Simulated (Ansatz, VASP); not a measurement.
**Ru: VASP beside Ansatz**

Contents of INCAR:

```
SYSTEM = Ru
PREC = Accurate
ENCUT = 520
EDIFF = 1E-7
ISMEAR = 0
SIGMA = 0.15
LREAL = .FALSE.
LASPH = .TRUE.
NELM = 60
ALGO = Fast
ISIF = 2
LWAVE = .FALSE.
LCHARG = .TRUE.
GGA = PS
LELF = .TRUE.
LVHAR = .TRUE.
NBANDS = 21
```

KPOINTS

```
Automatic mesh
0
G
  21 21 12
  0 0 0
```

Contents of POSCAR:

```
Ru
1.0
    2.5900149764      0.0000000000      0.0000000000
   -1.2950074882      2.2430187658      0.0000000000
    0.0000000000      0.0000000000      4.3659882457
Ru
2
Direct
    0.3333333333      0.6666666667      0.2500000000
    0.6666666667      0.3333333333      0.7500000000
```

Input for Ansatz:

```yaml
crystal:
  lattice:
    - [2.5900149764, 0.0, 0.0]
    - [-1.2950074882, 2.2430187658, 0.0]
    - [0.0, 0.0, 4.3659882457]
  atoms:
    - { symbol: Ru, position: [0.3333333333, 0.6666666667, 0.25] }
    - { symbol: Ru, position: [0.6666666667, 0.3333333333, 0.75] }
basis:
  ecutwfc: 420
kpoints:
  mp_grid: { grid: [21, 21, 12] }
hamiltonian:
  xc: pbesol
  pseudopotentials: { kind: paw, azcp: { folder: soft_1 } }
scf:
  occupations: { method: gaussian, width: 0.15 }
output:
  forces: true
  stress: true
  eigenvalues: true
```

Alike in both runs: task single point; functional PBEsol; k mesh 21 × 21 × 12; occupations gaussian, width 0.15 eV; no spin polarisation.

```csv
,VASP,Ansatz
version,VASP 6.6.1,Ansatz 0.2.0
potentials or method,"VASP PAW PBE potentials, release 64 (Ru_pv), cutoff 520 eV","scalar-relativistic, plane waves, PAW"
valence electrons in the cell,28,32
```

|  | VASP | Ansatz | Ansatz less VASP |
| --- | --- | --- | --- |
| gap on the k mesh at the Fermi level (eV) | none | none | - |
| pressure (GPa) | 20.1 | 20.2 | +0.02 |
| traceless stress, the component that is largest in VASP (GPa) | -24.87 | -24.88 | -0.008 |

VASP's potentials were made for PBE, not for PBEsol, and Ansatz warns of the same on its side. A gap of «none» marks a metal or a gap that the smearing closes. VASP's potentials hold 28 valence electrons a cell and Ansatz's 32, so a difference there can come from the potentials and not from the codes.
